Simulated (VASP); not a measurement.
# Al2Cu (I4/mcm) in VASP: further runs

The runs below take Al2Cu through single point, with PBEsol.

All numbers are computed with VASP 6.6.1; they aren't measurements. Logs are shortened: lines on timing, memory, paths and dates and some standing lists are left out, and cuts for length are marked.

### Step 1. The cell of the first run

It takes space group I4/mcm (No. 140, tetragonal). The conventional cell has a = 5.933 Å, b = 5.933 Å, c = 5.021 Å, α = 90.00°, β = 90.00°, γ = 90.00°. Within 3.4 Å of Al (site symmetry m2m) lie 4 Cu at 2.56 Å and 11 Al at 2.67 to 3.16 Å. Within 3.3 Å of Cu (site symmetry 422) lie 2 Cu at 2.51 Å and 8 Al at 2.56 Å.

### Step 2. Single point, PBEsol

File INCAR:

```
SYSTEM = Al2Cu
PREC = Accurate
ENCUT = 520
EDIFF = 1E-6
ISMEAR = 0
SIGMA = 0.15
LREAL = .FALSE.
LASPH = .TRUE.
NELM = 80
ALGO = Fast
ISIF = 2
LWAVE = .FALSE.
LCHARG = .TRUE.
GGA = PS
LELF = .TRUE.
LVHAR = .TRUE.
NBANDS = 26
```

File KPOINTS:

```
regular mesh
0
G
  10 10 10
  0 0 0
```

File POSCAR:

```
Al2Cu
1.0
   -2.9665500000      2.9665500000      2.5103500000
    2.9665500000     -2.9665500000      2.5103500000
    2.9665500000      2.9665500000     -2.5103500000
Al Cu
4 2
Direct
    0.1593210787      0.6593210787      0.8186421574
    0.6593210787      0.8406789213      0.5000000000
    0.8406789213      0.3406789213      0.1813578426
    0.3406789213      0.1593210787      0.5000000000
    0.7500000000      0.7500000000      0.0000000000
    0.2500000000      0.2500000000      0.0000000000
```

Potentials or basis: VASP PAW PBE potentials, release 64 (Al, Cu).

Launch:

```sh
cat potpaw_PBE.64/Al/POTCAR potpaw_PBE.64/Cu/POTCAR > POTCAR
mpirun -np 1 vasp_std > vasp.out
```

OUTCAR:

```text
SYSTEM = Al2Cu
   PREC = Accurate
   ENCUT = 520
   EDIFF = 1E-6
   ISMEAR = 0
   LREAL = .FALSE.
   LASPH = .TRUE.
   NELM = 80
   ISIF = 2
   GGA = PS

 ion  position               nearest neighbor table
   1  0.159  0.659  0.819-   5 2.56   6 2.56   5 2.56   6 2.56   3 2.67   3 2.94   3 2.94   4 3.14
                             2 3.14   2 3.14   4 3.14   4 3.16   2 3.16   2 3.16   4 3.16
   2  0.659  0.841  0.500-   5 2.56   5 2.56   6 2.56   6 2.56   4 2.67   4 2.94   4 2.94   3 3.14
                             1 3.14   1 3.14   3 3.14   1 3.16   3 3.16   1 3.16   3 3.16
   3  0.841  0.341  0.181-   5 2.56   6 2.56   5 2.56   6 2.56   1 2.67   1 2.94   1 2.94   2 3.14
                             4 3.14   4 3.14   2 3.14   4 3.16   2 3.16   4 3.16   2 3.16
   4  0.341  0.159  0.500-   6 2.56   6 2.56   5 2.56   5 2.56   2 2.67   2 2.94   2 2.94   3 3.14
                             1 3.14   1 3.14   3 3.14   1 3.16   3 3.16   3 3.16   1 3.16
   5  0.750  0.750  0.000-   6 2.51   6 2.51   2 2.56   2 2.56   4 2.56   4 2.56   1 2.56   3 2.56
                             3 2.56   1 2.56
   6  0.250  0.250  0.000-   5 2.51   5 2.51   4 2.56   4 2.56   3 2.56   1 2.56   2 2.56   2 2.56
                             1 2.56   3 2.56

  LATTYP: Found a body centered tetragonal cell.
 ALAT       =     5.9331000000
 C/A-ratio  =     0.8462186715

  Lattice vectors:

 A1 = (  -2.9665500000,   2.9665500000,   2.5103500000)
 A2 = (   2.9665500000,  -2.9665500000,   2.5103500000)
 A3 = (   2.9665500000,   2.9665500000,  -2.5103500000)

Analysis of symmetry for initial positions (statically):
=====================================================================
 Subroutine PRICEL returns:
 Original cell was already a primitive cell.

 Routine SETGRP: Setting up the symmetry group for a
 body centered tetragonal supercell.

 Subroutine GETGRP returns: Found 16 space group operations
 (whereof  8 operations were pure point group operations)
 out of a pool of 16 trial point group operations.

The static configuration has the point symmetry C_4h.
 The point group associated with its full space group is D_4h.

Analysis of symmetry for dynamics (positions and initial velocities):
=====================================================================
 Subroutine PRICEL returns:
 Original cell was already a primitive cell.

 Routine SETGRP: Setting up the symmetry group for a
 body centered tetragonal supercell.

 Subroutine GETGRP returns: Found 16 space group operations
 (whereof  8 operations were pure point group operations)
 out of a pool of 16 trial point group operations.

The dynamic configuration has the point symmetry C_4h.
 The point group associated with its full space group is D_4h.

 Subroutine INISYM returns: Found 16 space group operations
 (whereof  8 operations are pure point group operations),
 and found     1 'primitive' translations

----------------------------------------------------------------------------------------

                                     Primitive cell

  volume of cell :      88.3685

  direct lattice vectors                    reciprocal lattice vectors
    -2.966550000  2.966550000  2.510350000     0.000000000  0.168545954  0.199175414
     2.966550000 -2.966550000  2.510350000     0.168545954  0.000000000  0.199175414
     2.966550000  2.966550000 -2.510350000     0.168545954  0.168545954  0.000000000

  length of vectors
     4.889038242  4.889038242  4.889038242     0.260918731  0.260918731  0.238359974

  position of ions in fractional coordinates (direct lattice)
     0.159321079  0.659321079  0.818642157
     0.659321079  0.840678921  0.500000000
     0.840678921  0.340678921  0.181357843
     0.340678921  0.159321079  0.500000000
     0.750000000  0.750000000  0.000000000
     0.250000000  0.250000000  0.000000000

  ion indices of the primitive-cell ions
   primitive index   ion index
                 1           1
                 2           2
                 3           3
                 4           4
                 5           5
                 6           6

----------------------------------------------------------------------------------------

 KPOINTS: regular mesh

Automatic generation of k-mesh.
 Grid dimensions read from file:
 generate k-points for:   10   10   10

 Generating k-lattice:

  Cartesian coordinates                     Fractional coordinates (reciprocal lattice)
     0.000000000  0.016854595  0.019917541     0.100000000  0.000000000  0.000000000
     0.016854595  0.000000000  0.019917541     0.000000000  0.100000000  0.000000000
     0.016854595  0.016854595  0.000000000     0.000000000  0.000000000  0.100000000

  Length of vectors
     0.026091873  0.026091873  0.023835997

  Shift w.r.t. Gamma in fractional coordinates (k-lattice)
     0.000000000  0.000000000  0.000000000

 Subroutine IBZKPT returns following result:
 ===========================================

 Found    102 irreducible k-points:

 Following reciprocal coordinates:
            Coordinates               Weight
  0.000000  0.000000  0.000000      1.000000
  0.100000  0.000000 -0.000000      8.000000
  0.200000  0.000000 -0.000000      8.000000
  0.300000 -0.000000  0.000000      8.000000
  0.400000 -0.000000  0.000000      8.000000
  0.500000  0.000000 -0.000000      4.000000
[... 16 lines left out ...]
  0.300000  0.300000  0.000000      8.000000
  0.400000  0.300000  0.000000     16.000000
 [... further k-points ...]
   k-points           NKPTS =    102   k-points in BZ     NKDIM =    102   number of bands    NBANDS=     26
   number of dos      NEDOS =    301   number of ions     NIONS =      6
   total plane-waves  NPLWV =  46656
   dimension x,y,z NGX =    36 NGY =   36 NGZ =   36
   dimension x,y,z NGXF=    72 NGYF=   72 NGZF=   72
   ions per type =               4   2
   NGX,Y,Z   is equivalent  to a cutoff of  12.24, 12.24, 12.24 a.u.
   NGXF,Y,Z  is equivalent  to a cutoff of  24.48, 24.48, 24.48 a.u.
 SYSTEM =  Al2Cu
   PREC   = accura    normal or accurate (medium, high low for compatibility)
   ISTART =      0    job   : 0-new  1-cont  2-samecut
   ICHARG =      2    charge: 1-file 2-atom 10-const
   ISPIN  =      1    spin polarized calculation?
   LNONCOLLINEAR =      F non collinear calculations
   LSORBIT =      F    spin-orbit coupling
   LASPH  =      T    aspherical Exc in radial PAW
   ENCUT  =  520.0 eV  38.22 Ry    6.18 a.u.   9.09  9.09  9.09*2*pi/ulx,y,z
   NELM   =     80;   NELMIN=  2; NELMDL= -5     # of ELM steps
   EDIFF  = 0.1E-05   stopping-criterion for ELM
   LREAL  =      F    real-space projection
[... 7 lines left out ...]
   TEBEG  =    0.0;   TEEND  =   0.0 temperature during run
   PSTRESS=    0.0 pullay stress
   NELECT =      34.0000    total number of electrons
   NUPDOWN=      -1.0000    fix difference up-down
   EMIN   =  10.00;   EMAX   =-10.00  energy-range for DOS
   EFERMI =   0.00;   METHOD = LEGACY
   ISMEAR =     0;   SIGMA  =   0.15  broadening in eV -4-tet -1-fermi 0-gaus
   EFERMI_NEDOS =   21; number of points for ismear=-14 and -15
   IALGO  =     68    algorithm
   IMIX   =      4    mixing-type and parameters
     AMIX     =   0.40;   BMIX     =  1.00
     AMIX_MAG =   1.60;   BMIX_MAG =  1.00
  volume/ion in A,a.u.               =      14.73        99.39
  Fermi-wavevector in a.u.,A,eV,Ry     =   1.190699  2.250095 19.289847  1.417764
  Thomas-Fermi vector in A             =   2.326778
   LORBIT       =      0    0 simple, 1 ext, 2 COOP (PROOUT), +10 PAW based schemes
   GGA     = PS    functional components
   LHFCALC =     F    Hartree Fock is set to
   AEXX    =    0.0000 exact exchange contribution
   IVDW    =     0    specifies the selected vdW correction
   LEPSILON=     F    determine dielectric tensor
   LRPA    =     F    only Hartree local field effects (RPA)
 non-spin polarized calculation
 RMM-DIIS sequential band-by-band and
 Gauss-broadening in eV      SIGMA  =   0.15
  energy-cutoff  :      520.00
  volume of cell :       88.37
 maximum number of plane-waves:      2408
   NGX = 19   NGY = 19   NGZ = 19

 number of electron      33.9999993 magnetization

 Free energy of the ion-electron system (eV)
  ---------------------------------------------------
  ext. energy  EPLUGINS =         0.00000000
  ---------------------------------------------------
  free energy    TOTEN  =       -25.95981688 eV

  energy without entropy =      -25.93944344  energy(sigma->0) =      -25.94963016

 E-fermi :   7.9818     XC(G=0): -10.9975

 val. band max:        7.9577235692   @ k =  -0.4000   0.2000   0.1000
 cond. band min:       8.0102521743   @ k =  -0.3000  -0.3000   0.3000
 fundamental gap:      0.0525286051
 Fermi energy:         7.9817918624

 k-point     1 :       0.0000    0.0000    0.0000
  band No.  band energies     occupation
      1      -2.8187      2.00000
      2       2.7146      2.00000
      3       2.8164      2.00000
      4       2.8164      2.00000
      5       2.9870      2.00000
      6       3.7917      2.00000
[... 18 lines left out ...]
     25      13.8108      0.00000
     26      14.4539      0.00000

 k-point     2 :       0.1000    0.0000   -0.0000
  band No.  band energies     occupation
      1      -2.7160      2.00000
      2       2.7060      2.00000
      3       2.7860      2.00000
      4       2.8117      2.00000
      5       3.0046      2.00000
      6       3.7607      2.00000
[... 18 lines left out ...]
     25      13.9224      0.00000
     26      14.6359      0.00000

 k-point     3 :       0.2000    0.0000   -0.0000
  band No.  band energies     occupation
      1      -2.4093      2.00000
      2       2.5580      2.00000
      3       2.6858      2.00000
      4       2.7968      2.00000
      5       3.0491      2.00000
      6       3.6219      2.00000
[... 18 lines left out ...]
     25      14.2545      0.00000
     26      14.7375      0.00000

 k-point     4 :       0.3000   -0.0000    0.0000
  band No.  band energies     occupation
      1      -1.9020      2.00000
      2       1.7814      2.00000
      3       2.6684      2.00000
      4       2.7701      2.00000
      5       3.0933      2.00000
      6       3.5441      2.00000
[... 18 lines left out ...]
     25      14.3056      0.00000
     26      14.8167      0.00000

 k-point     5 :       0.4000   -0.0000    0.0000
  band No.  band energies     occupation
      1      -1.2012      2.00000
      2       0.7068      2.00000
      3       2.6692      2.00000
      4       2.7327      2.00000
      5       3.1225      2.00000
      6       3.3436      2.00000
[... 18 lines left out ...]
     25      14.1482      0.00000
     26      14.7097      0.00000

 k-point     6 :       0.5000    0.0000   -0.0000
  band No.  band energies     occupation
      1      -0.3210      2.00000
      2      -0.3210      2.00000
      3       2.6938      2.00000
      4       2.6938      2.00000
      5       3.1899      2.00000
      6       3.1899      2.00000
[... 427 lines left out ...]
 k-point    21 :      -0.3000    0.2000   -0.0000
  band No.  band energies     occupation
      1      -2.2072      2.00000
      2       1.6761      2.00000
      3       2.6175      2.00000
      4       2.9465      2.00000
      5       3.0062      2.00000
      6       3.5873      2.00000
[... 18 lines left out ...]
     25      12.1977      0.00000
     26      16.3615      0.00000

 k-point    22 :      -0.2000    0.2000    0.0000
  band No.  band energies     occupation
      1      -2.4782      2.00000
      2       2.0560      2.00000
      3       2.7245      2.00000
      4       2.9269      2.00000
      5       2.9690      2.00000
      6       3.6570      2.00000
[... 18 lines left out ...]
     25      11.9473      0.00000
     26      17.0760      0.00000

 k-point    23 :       0.3000    0.3000    0.0000
  band No.  band energies     occupation
      1       0.0138      2.00000
      2       0.4329      2.00000
      3       0.5270      2.00000
      4       2.5895      2.00000
      5       3.4243      2.00000
      6       3.4440      2.00000
[... 18 lines left out ...]
     25      14.1463      0.00000
     26      14.3931      0.00000

 k-point    24 :       0.4000    0.3000    0.0000
  band No.  band energies     occupation
      1      -0.4262      2.00000
      2       0.3810      2.00000
      3       0.9755      2.00000
      4       2.6606      2.00000
      5       3.2855      2.00000
      6       3.4089      2.00000
[... 18 lines left out ...]
     25      15.1237      0.00000
     26      15.6774      0.00000

 [... further k-points ...]
[... 5 lines left out ...]
  --------------------------------------------------------------------------------------
  -------------------------------------------------------------------------------------
  Total        0.2588465      0.2588465     -3.0752688      0.0000000      0.0000000      0.0000000
  in kB        4.6930504      4.6930504    -55.7565707      0.0000000      0.0000000      0.0000000
  external PRESSURE =     -15.4568233 kB  Pullay stress =       0.0000000 kB

 VOLUME and BASIS-vectors are now :
 -----------------------------------------------------------------------------
  energy-cutoff  :      520.00
  volume of cell :       88.37
      direct lattice vectors                 reciprocal lattice vectors
    -2.966550000  2.966550000  2.510350000     0.000000000  0.168545954  0.199175414
     2.966550000 -2.966550000  2.510350000     0.168545954  0.000000000  0.199175414
     2.966550000  2.966550000 -2.510350000     0.168545954  0.168545954  0.000000000

 POSITION                                       TOTAL-FORCE (eV/Angst)
 -----------------------------------------------------------------------------------
      3.91182      0.94527      0.00000         0.107469      0.107469      0.000000
      2.02128      0.94527      2.51035        -0.107469      0.107469     -0.000000
     -0.94527      2.02128      2.51035        -0.107469     -0.107469     -0.000000
      0.94527      2.02128      0.00000         0.107469     -0.107469      0.000000
      0.00000      0.00000      3.76552        -0.000000      0.000000     -0.000000
      0.00000      0.00000      1.25517         0.000000      0.000000     -0.000000
 -----------------------------------------------------------------------------------
    total drift:                                0.000000      0.000000      0.000000

  FREE ENERGIE OF THE ION-ELECTRON SYSTEM (eV)
  ---------------------------------------------------
  free  energy   TOTEN  =       -25.9598168816 eV

  energy  without entropy=      -25.9394434364  energy(sigma->0) =      -25.94963016
```

Wall time 4.2 min (1 thread of Intel Xeon Platinum 8259CL at 2.50GHz (Skylake/Cascade Lake), shared host); peak memory 0.34 GiB.

What came out:

- Free energy: -25.9598 eV
- Pressure: -1.5 GPa
- Largest force: 0.152 eV/Å
- Band gap on the k mesh: zero (bands 17 and 18 overlap by 3.90 eV)

Forces on the atoms (eV/Å):
```
Al   0.107  0.107  0.000
Al  -0.107  0.107  0.000
Al  -0.107 -0.107  0.000
Al   0.107 -0.107  0.000
Cu   0.000  0.000  0.000
Cu   0.000  0.000  0.000
```

Caveat: the stress differs along the axes, from -6 to 0 GPa; the PAW data sets were made with another functional, which shifts forces and pressure a little.

[end of part 1 of 3]

The gap in the log of VASP goes by the Fermi energy; the results here count the filled bands.